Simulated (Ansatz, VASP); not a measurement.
# Two plane-wave programs on SnO

File POSCAR:

```
SnO
1.0
    0.0000000000      2.5369732561      2.5369732561
    2.5369732561      0.0000000000      2.5369732561
    2.5369732561      2.5369732561      0.0000000000
Sn O
1 1
Direct
    0.0000000000      0.0000000000      0.0000000000
    0.5000000000      0.5000000000      0.5000000000
```

Contents of INCAR.step1:

```
PREC = Accurate ; ENCUT = 520
EDIFF = 1E-5 ; ISMEAR = 1
SIGMA = 0.05 ; LREAL = False
LASPH = True ; NELM = 100
ALGO = Normal ; ISIF = 2
LWAVE = True ; NBANDS = 17
GGA = PE
```

The input INCAR.step2:

```
PREC = Accurate ; ENCUT = 520
EDIFF = 1E-7 ; ISMEAR = 1
SIGMA = 0.05 ; LREAL = False
LASPH = True ; NELM = 100
ALGO = Normal ; ISIF = 2
LWAVE = False ; LCHARG = True
GGA = PE ; LHFCALC = True
HFSCREEN = 0.2079 ; PRECFOCK = Normal
LELF = True ; LVHAR = True
NBANDS = 17 ; ISTART = 1
```

Contents of KPOINTS:

```
Automatic mesh
0
Gamma
  4 4 4
```

Input for Ansatz:

```yaml
crystal:
  lattice:
    - [0.0, 2.5369732561, 2.5369732561]
    - [2.5369732561, 0.0, 2.5369732561]
    - [2.5369732561, 2.5369732561, 0.0]
  atoms:
    - { symbol: Sn, position: [0.0, 0.0, 0.0] }
    - { symbol: O, position: [0.5, 0.5, 0.5] }
kpoints:
  mp_grid: { grid: [4, 4, 4] }
hamiltonian:
  xc: hse06
scf:
  occupations: { method: cold, width: 0.05 }
  n_extra_bands: 4
output:
  forces: true
  stress: true
  eigenvalues: true
```

Alike in both runs: task single point; functional HSE06; k mesh 4 × 4 × 4; no spin polarisation.

|  | VASP | Ansatz |
| --- | --- | --- |
| version | VASP 6.6.1 | Ansatz 0.2.0 |
| potentials or method | VASP PAW PBE potentials, release 64 (Sn_d, O) | plane waves |
| plane-wave cutoff (eV) | 520 | 420 |
| occupations | methfessel-paxton of order 1, width 0.05 eV | cold, width 0.05 eV |
| valence electrons in the cell | 20 | 20 |

|  | VASP | Ansatz | Ansatz less VASP |
| --- | --- | --- | --- |
| gap on the k mesh at the Fermi level (eV) | 1.29 | 1.29 | -0.006 |
| pressure (GPa) | -1.1 | -1.2 | -0.06 |

Ansatz's warnings: stress exchange threshold loose, stress scf threshold loose.

The k mesh is coarse, so the values compare programs but aren't converged.
